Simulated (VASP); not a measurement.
Wanted: the native input for a VASP 6.6.1 run.

| Item | Value |
| --- | --- |
| Task | relaxation of cell and atoms |
| Functional | LDA |
| Potentials or basis | VASP PAW LDA potentials, release 64 (Hf_pv, O) |
| Cutoff | 600 eV |
| k mesh | 5 × 8 × 4 |
| Occupations | fermi-dirac, width 0.05 eV |
| Spin | no spin polarisation |
| Dipole correction | no |
| Further INCAR settings | ALGO = Normal; EDIFF = 1e-07; IBRION = 2; EDIFFG = -0.01; NSW = 60; ISIF = 3 |

The structure of HfO2 lies in POSCAR:

```
HfO2
1.0
    5.5563950000      0.0000000000      0.0000000000
    0.0000000000      3.3335970000      0.0000000000
    0.0000000000      0.0000000000      6.5049950000
Hf O
4 8
Direct
    0.7486820000      0.7500000000      0.6078710000
    0.2513180000      0.2500000000      0.3921290000
    0.2486820000      0.7500000000      0.8921290000
    0.7513180000      0.2500000000      0.1078710000
    0.6394990000      0.2500000000      0.4234000000
    0.3605010000      0.7500000000      0.5766000000
    0.1394990000      0.2500000000      0.0766000000
    0.8605010000      0.7500000000      0.9234000000
    0.5207940000      0.2500000000      0.8414530000
    0.4792060000      0.7500000000      0.1585470000
    0.0207940000      0.2500000000      0.6585470000
    0.9792060000      0.7500000000      0.3414530000
```

One way to write it, as run:

INCAR

```
SYSTEM = HfO2
  PREC = Accurate
  ENCUT = 600
  EDIFF = 1E-7
  ISMEAR = -1
  SIGMA = 0.05
  LREAL = .False.
  LASPH = .True.
  NELM = 60
  ALGO = Normal
  ISIF = 3
  LWAVE = .False.
  LCHARG = .False.
  IBRION = 2
  NSW = 60
  EDIFFG = -0.01
```

KPOINTS

```
regular mesh
0
Gamma
  5 8 4
  0 0 0
```

Potentials or basis: VASP PAW LDA potentials, release 64 (Hf_pv, O).

Run with:

```sh
$ cat potpaw_LDA.64/Hf_pv/POTCAR potpaw_LDA.64/O/POTCAR > POTCAR
$ mpirun -np 1 vasp_std > vasp.out
```

Results of the run:

```
Relaxed volume                        : 9.41 Å³/atom
Relaxed cell                          : a = 5.467 Å, b = 3.242 Å, c = 6.373 Å, α = 90.00°, β = 90.00°, γ = 90.00°
Space group after relaxing (to 0.1 Å) : Pnma (No. 62)
Energy gained by relaxing             : 33.0 meV/atom
Ionic steps                           : 18
Pressure after relaxing               : 0.0 GPa
Largest force after relaxing          : 0.005 eV/Å
Band gap on the k mesh                : 3.18 eV
```

Caveat: spin-orbit coupling is left out, which moves the levels of the heavy elements.

Run time: 110 min on 1 thread of Oxide Virtual Turin-like Processor, with other jobs on the host, peak memory 0.35 GiB.
